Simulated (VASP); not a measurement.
# AlC (P-3m1) in VASP: a series of runs, part 2 of 2

VASP 6.6.1.

**3. Relaxation of cell and atoms, PBE**

This run uses another cell than the first one, of 15.47 Å³/atom, 0.996 times its volume.

File INCAR:

```
SYSTEM = AlC
PREC = Accurate
ENCUT = 600
EDIFF = 1E-6
ISMEAR = 0
SIGMA = 0.1
LREAL = .FALSE.
LASPH = .TRUE.
NELM = 60
ALGO = Normal
ISIF = 3
LWAVE = .FALSE.
LCHARG = .FALSE.
GGA = PE
IBRION = 2
NSW = 80
EDIFFG = -0.001
```

File KPOINTS:

```
regular mesh
0
G
  18 18 4
  0 0 0
```

File POSCAR:

```
AlC
1.0
    2.5640065907      0.0000000000      0.0000000000
   -1.2820032953      2.2204948430      0.0000000000
    0.0000000000      0.0000000000     10.8706814395
Al C
2 2
Direct
    0.3333333333      0.6666666667      0.3857555414
    0.6666666667      0.3333333333      0.6142444586
    0.3333333333      0.6666666667      0.0000043941
    0.6666666667      0.3333333333      0.9999956059
```

Potentials or basis: VASP PAW PBE potentials, release 64 (Al, C).

On the command line:

```console
$ cat potpaw_PBE.64/Al/POTCAR potpaw_PBE.64/C/POTCAR > POTCAR
$ mpirun -np 1 vasp_std > vasp.out
```

OUTCAR:

```text
SYSTEM = AlC
   PREC = Accurate
   ENCUT = 600
   EDIFF = 1E-6
   ISMEAR = 0
   LREAL = .FALSE.
   LASPH = .TRUE.
   NELM = 60
   ISIF = 3
   GGA = PE
   IBRION = 2
   NSW = 80
   EDIFFG = -0.001

 ion  position               nearest neighbor table
   1  0.333  0.667  0.386-   2 2.89   2 2.89   2 2.89
   2  0.667  0.333  0.614-   1 2.89   1 2.89   1 2.89
   3  0.333  0.667  0.000-   4 1.48   4 1.48   4 1.48
   4  0.667  0.333  1.000-   3 1.48   3 1.48   3 1.48

  LATTYP: Found a hexagonal cell.
 ALAT       =     2.5640065907
 C/A-ratio  =     4.2397244527

  Lattice vectors:

 A1 = (   2.5640065907,   0.0000000000,   0.0000000000)
 A2 = (  -1.2820032953,   2.2204948430,   0.0000000000)
 A3 = (   0.0000000000,   0.0000000000,  10.8706814395)

Analysis of symmetry for initial positions (statically):
=====================================================================
 Subroutine PRICEL returns:
 Original cell was already a primitive cell.

 Routine SETGRP: Setting up the symmetry group for a
 hexagonal supercell.

 Subroutine GETGRP returns: Found 12 space group operations
 (whereof 12 operations were pure point group operations)
 out of a pool of 24 trial point group operations.

The static configuration has the point symmetry D_3d.

Analysis of symmetry for dynamics (positions and initial velocities):
=====================================================================
 Subroutine PRICEL returns:
 Original cell was already a primitive cell.

 Routine SETGRP: Setting up the symmetry group for a
 hexagonal supercell.

 Subroutine GETGRP returns: Found 12 space group operations
 (whereof 12 operations were pure point group operations)
 out of a pool of 24 trial point group operations.

The dynamic configuration has the point symmetry D_3d.

 Subroutine INISYM returns: Found 12 space group operations
 (whereof 12 operations are pure point group operations),
[... 150 lines left out ...]

------------------------ aborting loop because EDIFF is reached ----------------------------------------

  FORCE on cell =-STRESS in cart. coord.  units (eV):
  Direction    XX          YY          ZZ          XY          YZ          ZX
  --------------------------------------------------------------------------------------
  -------------------------------------------------------------------------------------
  Total        0.0074441      0.0074441     -0.0331287      0.0000000      0.0000000      0.0000000
  in kB        0.1927066      0.1927066     -0.8576099      0.0000000      0.0000000      0.0000000
  external PRESSURE =      -0.1573989 kB  Pullay stress =       0.0000000 kB
[... 95 lines left out ...]
  FREE ENERGIE OF THE ION-ELECTRON SYSTEM (eV)
  ---------------------------------------------------
  free  energy   TOTEN  =       -24.8375387651 eV

  energy  without entropy=      -24.8327330126  energy(sigma->0) =      -24.83513589

[... ionic steps 4 to 73 ...]

--------------------------------------- Ionic step       74  -------------------------------------------

 number of electron      14.0000000 magnetization

------------------------ aborting loop because EDIFF is reached ----------------------------------------
[... 71 lines left out ...]
--------------------------------------- Ionic step       76  -------------------------------------------

 number of electron      14.0000000 magnetization

 Free energy of the ion-electron system (eV)
  ---------------------------------------------------
  ext. energy  EPLUGINS =         0.00000000
  ---------------------------------------------------
  free energy    TOTEN  =       -24.83782755 eV

  energy without entropy =      -24.83276779  energy(sigma->0) =      -24.83529767

 E-fermi :   5.1590     XC(G=0):  -9.1452

 val. band max:        5.1549396954   @ k =  -0.2778  -0.3889   0.2500
 cond. band min:       5.1631056718   @ k =   0.3333   0.2778   0.0000
 fundamental gap:      0.0081659765
 Fermi energy:         5.1590360403

 k-point     1 :       0.0000    0.0000    0.0000
  band No.  band energies     occupation
      1     -14.0331      2.00000
      2      -5.9593      2.00000
      3      -3.3230      2.00000
      4      -2.2587      2.00000
      5       1.3263      2.00000
      6       1.5029      2.00000
      7       1.5029      2.00000
      8       6.1315      0.00000
      9       8.9110      0.00000
     10      12.1439      0.00000
     11      12.1439      0.00000
[... 309 lines left out ...]
 k-point    24 :       0.3889    0.1111    0.0000
  band No.  band energies     occupation
      1      -9.7190      2.00000
      2      -7.1038      2.00000
      3      -2.2953      2.00000
      4      -0.0029      2.00000
      5       2.0679      2.00000
      6       2.3739      2.00000
      7       3.7161      2.00000
      8       5.8573      0.00000
      9       6.5513      0.00000
     10       7.1797      0.00000
     11      10.2561      0.00000

 [... further k-points ...]

------------------------ aborting loop because EDIFF is reached ----------------------------------------

  FORCE on cell =-STRESS in cart. coord.  units (eV):
  Direction    XX          YY          ZZ          XY          YZ          ZX
  --------------------------------------------------------------------------------------
  -------------------------------------------------------------------------------------
  Total       -0.0001990     -0.0001990     -0.0023428     -0.0000000     -0.0000000      0.0000000
  in kB       -0.0052472     -0.0052472     -0.0617837     -0.0000000     -0.0000000      0.0000000
  external PRESSURE =      -0.0240927 kB  Pullay stress =       0.0000000 kB
[... 19 lines left out ...]
  FREE ENERGIE OF THE ION-ELECTRON SYSTEM (eV)
  ---------------------------------------------------
  free  energy   TOTEN  =       -24.8378275544 eV

  energy  without entropy=      -24.8327677858  energy(sigma->0) =      -24.83529767

 reached required accuracy - stopping structural energy minimisation
```

OSZICAR:

```text
N       E                     dE             d eps       ncg     rms          rms(c)
DAV:   1     0.385331995925E+02    0.38533E+02   -0.63762E+03  3036   0.118E+03
DAV:   2    -0.222347686131E+02   -0.60768E+02   -0.56724E+02  4428   0.164E+02
[... 370 lines left out ...]
DAV:   1    -0.248378275096E+02   -0.67108E-07   -0.10524E-05  3066   0.275E-02    0.547E-04
DAV:   2    -0.248378275005E+02    0.91502E-08   -0.36682E-08  1917   0.173E-03
  75 F= -.24837828E+02 E0= -.24835298E+02  d E =-.335733E-06
       N       E                     dE             d eps       ncg     rms          rms(c)
DAV:   1    -0.248378275573E+02   -0.47673E-07   -0.49218E-07  1581   0.508E-03    0.313E-04
DAV:   2    -0.248378275544E+02    0.28688E-08   -0.39591E-08  1536   0.175E-03
  76 F= -.24837828E+02 E0= -.24835298E+02  d E =-.539545E-07
```

It took 23 min on 1 thread of Intel Xeon Platinum 8488C (Sapphire Rapids), shared host; peak memory 0.26 GiB.

What came out:

```
Free energy                            : -24.8378 eV
Relaxed volume                         : 15.19 Å³/atom
Relaxed cell                           : a = 2.564 Å, b = 2.564 Å, c = 10.670 Å, α = 90.00°, β = 90.00°, γ = 120.00°
Space group after relaxing (to 0.05 Å) : P-3m1 (No. 164)
Energy gained by relaxing              : 0.1 meV/atom
Ionic steps                            : 76
Pressure after relaxing                : 0.0 GPa
Band gap on the k mesh                 : zero (band 7 reaches 5.68 eV, above the bottom of band 8 at 4.53 eV)
```

Step by step:
```csv
step,energy change (eV),largest force (eV/Å),pressure (GPa),volume (Å³)
1,0.0000,0.0041,-0.02,61.89
3,0.0000,0.0073,-0.05,61.87
5,0.0000,0.0101,0.02,61.79
7,0.0000,0.0129,-0.02,61.74
9,0.0000,0.0218,-0.03,61.72
11,0.0000,0.0165,-0.02,61.73
13,-0.0001,0.0164,-0.02,61.66
15,-0.0002,0.0157,0.01,61.37
17,-0.0003,0.0070,-0.05,60.92
19,-0.0003,0.0070,-0.04,60.93
21,-0.0003,0.0070,-0.06,60.92
23,-0.0003,0.0033,0.01,60.89
25,-0.0003,0.0011,-0.01,60.87
27,-0.0003,0.0027,-0.02,60.87
29,-0.0003,0.0017,-0.01,60.87
31,-0.0003,0.0014,0.00,60.86
33,-0.0003,0.0012,0.00,60.86
35,-0.0003,0.0084,0.00,60.85
37,-0.0003,0.0040,0.01,60.86
39,-0.0003,0.0035,0.00,60.86
41,-0.0003,0.0021,-0.02,60.85
43,-0.0003,0.0018,-0.03,60.84
45,-0.0003,0.0034,-0.02,60.81
47,-0.0003,0.0164,0.02,60.70
49,-0.0003,0.0084,0.00,60.77
51,-0.0003,0.0024,-0.01,60.78
53,-0.0003,0.0027,-0.02,60.77
55,-0.0003,0.0049,0.01,60.76
57,-0.0003,0.0032,0.00,60.77
59,-0.0003,0.0008,0.00,60.77
61,-0.0003,0.0012,-0.01,60.76
63,-0.0003,0.0024,0.00,60.76
65,-0.0003,0.0014,0.00,60.76
67,-0.0003,0.0029,-0.01,60.75
69,-0.0003,0.0047,0.00,60.75
71,-0.0003,0.0032,0.00,60.75
73,-0.0003,0.0029,0.00,60.75
75,-0.0003,0.0010,0.00,60.76
76,-0.0003,0.0009,0.00,60.75
```

Final structure:
```
Al C
1.0
     2.56413    0.00000    0.00000
    -1.28206    2.22060    0.00000
     0.00000    0.00000   10.67006
Al C
2 2
Direct
  0.33333 0.66667 0.38364
  0.66667 0.33333 0.61636
  0.33333 0.66667 0.00002
  0.66667 0.33333 0.99998
```

Levels at points of the mesh, in eV from the Fermi level:
| k point | band 3 | band 4 | band 5 | band 6 | band 7 | band 8 | band 9 | band 10 | band 11 |
| --- | --- | --- | --- | --- | --- | --- | --- | --- | --- |
| (0.00, 0.00, 0.00) | -8.48 | -7.42 | -3.83 | -3.66 | -3.66 | 0.97 | 3.75 | 6.98 | 6.98 |
| (0.50, 0.00, 0.00) | -6.68 | -4.20 | -3.83 | -2.78 | -1.43 | -0.58 | 0.99 | 3.13 | 3.34 |
| (0.00, 0.00, 0.50) | -8.41 | -7.54 | -3.68 | -3.66 | -3.66 | 0.46 | 5.23 | 6.66 | 6.98 |
| (0.50, 0.00, 0.50) | -6.68 | -4.20 | -3.84 | -2.76 | -1.42 | -0.62 | 0.93 | 3.22 | 3.47 |
